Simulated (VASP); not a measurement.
Input of a VASP 6.6.1 run:

File INCAR:

```
SYSTEM = C
ALGO = Normal ; EDIFF = 1E-6
ENCUT = 520 ; ISIF = 2
ISMEAR = 0 ; LASPH = .True.
LCHARG = .False. ; LREAL = .False.
LWAVE = .False. ; NBANDS = 11
NELM = 60 ; PREC = Accurate
SIGMA = 0.05
```

Contents of KPOINTS:

```
k-points
0
Gamma
  12 12 12
  0 0 0
```

The input POSCAR:

```
C
1.0
    0.0000000000      1.6961807435      1.9136311148
    1.6961807435      0.0000000000      1.9136311148
    1.6961807435      1.6961807435      0.0000000000
C
2
Direct
    0.5000000000      0.5000000000      0.5000000000
    0.7500000000      0.7500000000      0.7500000000
```

Potentials or basis: VASP PAW LDA potentials, release 64 (C).

Command:

```console
$ cat potpaw_LDA.64/C/POTCAR > POTCAR
$ mpirun -np 1 vasp_std > vasp.out
```

Estimate the pressure.

2.0 GPa.

Estimate the band gap on the k mesh.

2.67 eV, indirect (least direct gap 4.57 eV).

Stress tensor (GPa, compression positive):
```
 44.95   0.00   0.00
  0.00  44.95   0.00
  0.00   0.00 -83.76
```

 A k mesh can miss the band edges.
